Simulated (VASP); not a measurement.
# CdSe (P6_3mc) in VASP: single point with r2SCAN50

Aim: the single point of CdSe with r2SCAN50.

All numbers are computed with VASP 6.6.1; they aren't measurements. Logs are shortened: lines on timing, memory, paths and dates and some standing lists are left out, and cuts for length are marked.

## Step 1: The cell of the first run

The structure is hexagonal, space group P6_3mc (No. 186). The conventional cell has a = 4.318 Å, b = 4.318 Å, c = 7.008 Å, α = 90.00°, β = 90.00°, γ = 120.00°. Cd (site symmetry 3m) has 4 Se at 2.64 Å within 3.5 Å. Within 3.5 Å of Se (site symmetry 3m) lie 4 Cd at 2.64 Å.

## Step 2: Single point, r2SCAN50

POSCAR reads:

```
CdSe
1.0
    4.3176026053      0.0000000000      0.0000000000
   -2.1588013027      3.7391535397      0.0000000000
    0.0000000000      0.0000000000      7.0079604702
Cd Se
2 2
Direct
    0.6666666667      0.3333333333      0.5041076940
    0.3333333333      0.6666666667      0.0041076940
    0.6666666667      0.3333333333      0.8808923060
    0.3333333333      0.6666666667      0.3808923060
```

INCAR.step1 reads:

```
SYSTEM = CdSe
PREC = Accurate ; ENCUT = 520
EDIFF = 1E-5 ; ISMEAR = -1
SIGMA = 0.05 ; LREAL = .False.
LASPH = .True. ; NELM = 100
ALGO = Normal ; ISIF = 2
LWAVE = .True. ; GGA = PE
NBANDS = 26
```

INCAR.step2 reads:

```
SYSTEM = CdSe
PREC = Accurate ; ENCUT = 520
EDIFF = 1E-7 ; ISMEAR = -1
SIGMA = 0.05 ; LREAL = .False.
LASPH = .True. ; NELM = 100
ALGO = Normal ; ISIF = 2
LWAVE = .False. ; LCHARG = .True.
METAGGA = R2SCAN ; LHFCALC = .True.
AEXX = 0.5 ; LMIXTAU = .True.
PRECFOCK = Normal ; HFRCUT = -1
LELF = .True. ; LVHAR = .True.
ISTART = 1 ; NBANDS = 26
```

KPOINTS reads:

```
Automatic mesh
0
Gamma
  4 4 2
  0 0 0
```

Potentials or basis: VASP PAW PBE potentials, release 64 (Cd, Se).

Run with:

```console
$ cat potpaw_PBE.64/Cd/POTCAR potpaw_PBE.64/Se/POTCAR > POTCAR
$ cp INCAR.step1 INCAR
$ mpirun -np 1 vasp_std > vasp.out
$ cp INCAR.step2 INCAR
$ mpirun -np 1 vasp_std > vasp.out
```

OUTCAR:

```text
SYSTEM = CdSe
   PREC = Accurate
   ENCUT = 520
   EDIFF = 1E-7
   ISMEAR = -1
   LREAL = .False.
   LASPH = .True.
   NELM = 100
   ISIF = 2
   METAGGA = R2SCAN
   LHFCALC = .True.
   AEXX = 0.5
   PRECFOCK = Normal
   ISTART = 1

 ion  position               nearest neighbor table
   1  0.667  0.333  0.504-   4 2.64   4 2.64   4 2.64   3 2.64
   2  0.333  0.667  0.004-   3 2.64   3 2.64   3 2.64   4 2.64
   3  0.667  0.333  0.881-   2 2.64   2 2.64   2 2.64   1 2.64
   4  0.333  0.667  0.381-   1 2.64   1 2.64   1 2.64   2 2.64

  LATTYP: Found a hexagonal cell.
 ALAT       =     4.3176026053
 C/A-ratio  =     1.6231138228

  Lattice vectors:

 A1 = (   4.3176026053,   0.0000000000,   0.0000000000)
 A2 = (  -2.1588013027,   3.7391535397,   0.0000000000)
 A3 = (   0.0000000000,   0.0000000000,   7.0079604702)

Analysis of symmetry for initial positions (statically):
=====================================================================
 Subroutine PRICEL returns:
 Original cell was already a primitive cell.

 Routine SETGRP: Setting up the symmetry group for a
 hexagonal supercell.

 Subroutine GETGRP returns: Found 12 space group operations
 (whereof  6 operations were pure point group operations)
 out of a pool of 24 trial point group operations.

The static configuration has the point symmetry C_3v.
 The point group associated with its full space group is C_6v.

Analysis of symmetry for dynamics (positions and initial velocities):
=====================================================================
 Subroutine PRICEL returns:
 Original cell was already a primitive cell.

 Routine SETGRP: Setting up the symmetry group for a
 hexagonal supercell.

 Subroutine GETGRP returns: Found 12 space group operations
 (whereof  6 operations were pure point group operations)
 out of a pool of 24 trial point group operations.

The dynamic configuration has the point symmetry C_3v.
 The point group associated with its full space group is C_6v.

 Subroutine INISYM returns: Found 12 space group operations
 (whereof  6 operations are pure point group operations),
 and found     1 'primitive' translations

----------------------------------------------------------------------------------------

                                     Primitive cell

  volume of cell :     113.1378

  direct lattice vectors                    reciprocal lattice vectors
     4.317602605  0.000000000  0.000000000     0.231610014  0.133720104  0.000000000
    -2.158801303  3.739153540  0.000000000     0.000000000  0.267440208  0.000000000
     0.000000000  0.000000000  7.007960470     0.000000000  0.000000000  0.142694869

  length of vectors
     4.317602605  4.317602605  7.007960470     0.267440208  0.267440208  0.142694869

  position of ions in fractional coordinates (direct lattice)
     0.666666667  0.333333333  0.504107694
     0.333333333  0.666666667  0.004107694
     0.666666667  0.333333333  0.880892306
     0.333333333  0.666666667  0.380892306

  ion indices of the primitive-cell ions
   primitive index   ion index
                 1           1
                 2           2
                 3           3
                 4           4

----------------------------------------------------------------------------------------

 KPOINTS: Automatic mesh

Automatic generation of k-mesh.
 Grid dimensions read from file:
 generate k-points for:    4    4    2

 Generating k-lattice:

  Cartesian coordinates                     Fractional coordinates (reciprocal lattice)
     0.057902504  0.033430026  0.000000000     0.250000000 -0.000000000  0.000000000
     0.000000000  0.066860052  0.000000000     0.000000000  0.250000000  0.000000000
     0.000000000  0.000000000  0.071347434     0.000000000  0.000000000  0.500000000

  Length of vectors
     0.066860052  0.066860052  0.071347434

  Shift w.r.t. Gamma in fractional coordinates (k-lattice)
     0.000000000  0.000000000  0.000000000

 Subroutine IBZKPT returns following result:
 ===========================================

 Found      8 irreducible k-points:

 Following reciprocal coordinates:
            Coordinates               Weight
  0.000000  0.000000  0.000000      1.000000
  0.250000 -0.000000  0.000000      6.000000
  0.500000 -0.000000  0.000000      3.000000
  0.250000  0.250000  0.000000      6.000000
  0.000000  0.000000  0.500000      1.000000
  0.250000 -0.000000  0.500000      6.000000
  0.500000 -0.000000  0.500000      3.000000
  0.250000  0.250000  0.500000      6.000000
   k-points           NKPTS =      8   k-points in BZ     NKDIM =     32   number of bands    NBANDS=     26
   number of dos      NEDOS =    301   number of ions     NIONS =      4
   total plane-waves  NPLWV =  55296
   dimension x,y,z NGX =    32 NGY =   32 NGZ =   54
   dimension x,y,z NGXF=    64 NGYF=   64 NGZF=  108
   ions per type =               2   2
   NGX,Y,Z   is equivalent  to a cutoff of  12.32, 12.32, 12.81 a.u.
   NGXF,Y,Z  is equivalent  to a cutoff of  24.64, 24.64, 25.62 a.u.
 SYSTEM =  CdSe
   PREC   = accura    normal or accurate (medium, high low for compatibility)
   ISTART =      1    job   : 0-new  1-cont  2-samecut
   ICHARG =      0    charge: 1-file 2-atom 10-const
   ISPIN  =      1    spin polarized calculation?
   LNONCOLLINEAR =      F non collinear calculations
   LSORBIT =      F    spin-orbit coupling
   LASPH  =      T    aspherical Exc in radial PAW
   ENCUT  =  520.0 eV  38.22 Ry    6.18 a.u.   8.03  8.03 13.03*2*pi/ulx,y,z
   NELM   =    100;   NELMIN=  2; NELMDL=  0     # of ELM steps
   EDIFF  = 0.1E-06   stopping-criterion for ELM
   LREAL  =      F    real-space projection
   EDIFFG = 0.1E-05   stopping-criterion for IOM
   NSW    =      0    number of steps for IOM
   IBRION =     -1    ionic relax: 0-MD 1-quasi-New 2-CG
   NFREE  =      0    steps in history (QN), initial steepest desc. (CG)
   ISIF   =      2    stress and relaxation
   ISYM   =      3    0-nonsym 1-usesym 2-fastsym
   POTIM  = 0.5000    time-step for ionic-motion
   TEBEG  =    0.0;   TEEND  =   0.0 temperature during run
   PSTRESS=    0.0 pullay stress
   NELECT =      36.0000    total number of electrons
   NUPDOWN=      -1.0000    fix difference up-down
   EMIN   =  10.00;   EMAX   =-10.00  energy-range for DOS
   EFERMI =   0.00;   METHOD = LEGACY
   ISMEAR =    -1;   SIGMA  =   0.05  broadening in eV -4-tet -1-fermi 0-gaus
   EFERMI_NEDOS =   21; number of points for ismear=-14 and -15
   IALGO  =     38    algorithm
   IMIX   =      1    mixing-type and parameters
     AMIX     =   0.40;   BMIX     =  1.00
     AMIX_MAG =   1.60;   BMIX_MAG =  1.00
  volume/ion in A,a.u.               =      28.28       190.87
  Fermi-wavevector in a.u.,A,eV,Ry     =   1.117652  2.112055 16.995652  1.249145
  Thomas-Fermi vector in A             =   2.254276
   LORBIT       =      0    0 simple, 1 ext, 2 COOP (PROOUT), +10 PAW based schemes
   METAGGA = R2SCAN    functional components
   LHFCALC =     T    Hartree Fock is set to
   PRECFOCK=normal    Normal, Fast or Accurate (Low or Medium for compatibility)
   ENCUT4O =  -1.0   cutoff for four orbital integrals eV
   NKREDX  =     1    reduce k-point grid by
   NKREDY  =     1    reduce k-point grid by
   NKREDZ  =     1    reduce k-point grid by
   AEXX    =    0.5000 exact exchange contribution
   HFSCREEN=    0.0000 screening length (either q_TF or 0.3 A-1)
   HFSCREENC=   0.0000 screening length for correlation (either q_TF or 0.3 A-1)
   ENCUTFOCK=  -1.0 apply spherical cutoff to Coloumb kernel
   IVDW    =     0    specifies the selected vdW correction
   LEPSILON=     F    determine dielectric tensor
   LRPA    =     F    only Hartree local field effects (RPA)
 non-spin polarized calculation
  energy-cutoff  :      520.00
  volume of cell :      113.14
 maximum number of plane-waves:      3066
  NGX = 28; NGY = 28; NGZ = 40

 number of electron      35.9999992 magnetization

 Free energy of the ion-electron system (eV)
  ---------------------------------------------------
  ext. energy  EPLUGINS =         0.00000000
  ---------------------------------------------------
  free energy    TOTEN  =       -50.03650743 eV

  energy without entropy =      -50.03650743  energy(sigma->0) =      -50.03650743

 E-fermi :  -0.0569     XC(G=0):  -5.3057

 val. band max:       -1.1377419652   @ k =   0.0000   0.0000   0.0000
 cond. band min:       2.9234938594   @ k =   0.0000   0.0000   0.0000
 fundamental gap:      4.0612358246
 Fermi energy:        -0.0568913903

 k-point     1 :       0.0000    0.0000    0.0000
  band No.  band energies     occupation
      1     -16.1776      2.00000
      2     -15.7409      2.00000
      3     -11.6663      2.00000
      4     -11.6583      2.00000
      5     -11.6583      2.00000
      6     -11.5910      2.00000
[... 18 lines left out ...]
     25       9.7358      0.00000
     26      10.3273      0.00000

 k-point     2 :       0.2500   -0.0000    0.0000
  band No.  band energies     occupation
      1     -15.9629      2.00000
      2     -15.6494      2.00000
      3     -11.6172      2.00000
      4     -11.6063      2.00000
      5     -11.5204      2.00000
      6     -11.5161      2.00000
[... 18 lines left out ...]
     25      10.1667      0.00000
     26      10.6280      0.00000

 k-point     3 :       0.5000   -0.0000    0.0000
  band No.  band energies     occupation
      1     -15.7450      2.00000
      2     -15.6124      2.00000
      3     -11.5780      2.00000
      4     -11.5690      2.00000
      5     -11.4440      2.00000
      6     -11.4278      2.00000
[... 18 lines left out ...]
     25      10.4768      0.00000
     26      12.4898      0.00000

 k-point     4 :       0.2500    0.2500    0.0000
  band No.  band energies     occupation
      1     -15.7355      2.00000
      2     -15.6026      2.00000
      3     -11.5895      2.00000
      4     -11.5400      2.00000
      5     -11.4675      2.00000
      6     -11.4504      2.00000
[... 18 lines left out ...]
     25      10.1447      0.00000
     26      11.6710      0.00000

 k-point     5 :       0.0000    0.0000    0.5000
  band No.  band energies     occupation
      1     -15.9444      2.00000
      2     -15.9444      2.00000
      3     -11.6298      2.00000
      4     -11.6298      2.00000
      5     -11.6298      2.00000
      6     -11.6298      2.00000
[... 18 lines left out ...]
     25       8.8036      0.00000
     26       8.8036      0.00000

 k-point     6 :       0.2500   -0.0000    0.5000
  band No.  band energies     occupation
      1     -15.7929      2.00000
      2     -15.7929      2.00000
      3     -11.5701      2.00000
      4     -11.5701      2.00000
      5     -11.5629      2.00000
      6     -11.5629      2.00000
[... 18 lines left out ...]
     25       9.9996      0.00000
     26       9.9996      0.00000

 k-point     7 :       0.5000   -0.0000    0.5000
  band No.  band energies     occupation
      1     -15.6695      2.00000
      2     -15.6695      2.00000
      3     -11.5449      2.00000
      4     -11.5449      2.00000
      5     -11.5039      2.00000
      6     -11.5039      2.00000
[... 18 lines left out ...]
     25      10.7097      0.00000
     26      10.7097      0.00000

 k-point     8 :       0.2500    0.2500    0.5000
  band No.  band energies     occupation
      1     -15.6608      2.00000
      2     -15.6608      2.00000
      3     -11.5326      2.00000
      4     -11.5326      2.00000
      5     -11.5089      2.00000
      6     -11.5089      2.00000
[... 18 lines left out ...]
     25      10.2589      0.00000
     26      10.2589      0.00000

------------------------ aborting loop because EDIFF is reached ----------------------------------------

  FORCE on cell =-STRESS in cart. coord.  units (eV):
  Direction    XX          YY          ZZ          XY          YZ          ZX
  --------------------------------------------------------------------------------------
  -------------------------------------------------------------------------------------
  Total       -0.0194267     -0.0194267     -0.2449404      0.0000000      0.0000000      0.0000000
  in kB       -0.2751078     -0.2751078     -3.4686740      0.0000000      0.0000000      0.0000000
  external PRESSURE =      -1.3396299 kB  Pullay stress =       0.0000000 kB

 VOLUME and BASIS-vectors are now :
 -----------------------------------------------------------------------------
  energy-cutoff  :      520.00
  volume of cell :      113.14
      direct lattice vectors                 reciprocal lattice vectors
     4.317602605  0.000000000  0.000000000     0.231610014  0.133720104  0.000000000
    -2.158801303  3.739153540  0.000000000     0.000000000  0.267440208  0.000000000
     0.000000000  0.000000000  7.007960470     0.000000000  0.000000000  0.142694869

 POSITION                                       TOTAL-FORCE (eV/Angst)
 -----------------------------------------------------------------------------------
      2.15880      1.24638      3.53277         0.000000      0.000000      0.002004
     -0.00000      2.49277      0.02879        -0.000000      0.000000      0.002004
      2.15880      1.24638      6.17326         0.000000      0.000000     -0.002004
     -0.00000      2.49277      2.66928         0.000000     -0.000000     -0.002004
 -----------------------------------------------------------------------------------
    total drift:                               -0.000000     -0.000000      0.002007

  FREE ENERGIE OF THE ION-ELECTRON SYSTEM (eV)
  ---------------------------------------------------
  free  energy   TOTEN  =       -50.0365074318 eV

  energy  without entropy=      -50.0365074317  energy(sigma->0) =      -50.03650743
```

It took 54 min on 1 thread of Intel Xeon Platinum 8559C (Emerald Rapids), shared host; peak memory 0.28 GiB.

What came out:

```yaml
Free_energy: -50.0365 eV
Pressure: -0.1 GPa
Band_gap_on_the_k_mesh: 4.06 eV
```

Forces in eV/Å, atoms in the order of the input:
```
Cd   0.000  0.000  0.002
Cd   0.000  0.000  0.002
Se   0.000  0.000 -0.002
Se   0.000  0.000 -0.002
```

Caveat: the k points lie up to 0.45 Å⁻¹ apart; the PAW data sets were made with another functional, which shifts forces and pressure a little.
